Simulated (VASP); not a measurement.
A run of VASP 6.6.1 is set up as follows.

Contents of POSCAR:

```
Bi
1.0
    2.2274048263      1.2859927761      3.7696413757
   -2.2274048263      1.2859927761      3.7696413757
    0.0000000000     -2.5719855521      3.7696413757
Bi
2
Direct
    0.7620260810      0.7620260810      0.7620260810
    0.2379739190      0.2379739190      0.2379739190
```

Contents of INCAR.step1:

```
  PREC = Accurate
  ENCUT = 520
  ISMEAR = -1
  SIGMA = 0.05
  LREAL = False
  LASPH = True
  NELM = 60
  NBANDS = 22
  GGA = PE
  ALGO = Normal
  EDIFF = 1E-4
  LWAVE = True
  LCHARG = False
```

INCAR.step2

```
  PREC = Accurate
  ENCUT = 520
  EDIFF = 1E-7
  ISMEAR = -1
  SIGMA = 0.05
  LREAL = False
  LASPH = True
  NELM = 60
  ALGO = Normal
  ISIF = 2
  LWAVE = False
  LCHARG = True
  METAGGA = R2SCAN
  LMIXTAU = True
  LELF = True
  LVHAR = True
  NBANDS = 22
  ISTART = 1
```

The input KPOINTS:

```
regular mesh
0
Gamma
  7 7 7
```

Potentials or basis: VASP PAW PBE potentials, release 64 (Bi_d).

Run with:

```bash
$ cat potpaw_PBE.64/Bi_d/POTCAR > POTCAR
$ cp INCAR.step1 INCAR
$ mpirun -np 1 vasp_std > vasp.out
$ cp INCAR.step2 INCAR
$ mpirun -np 1 vasp_std > vasp.out
```

**Question.** Estimate the pressure.

**Answer.** 4.9 GPa.

**Question.** Predict the largest force.

**Answer.** 0.006 eV/Å.

Forces on the atoms (eV/Å):
```
Bi   0.000  0.000 -0.006
Bi   0.000  0.000  0.006
```

Caveat: the cell stands under pressure; the PAW data sets were made with another functional, which shifts forces and pressure a little.
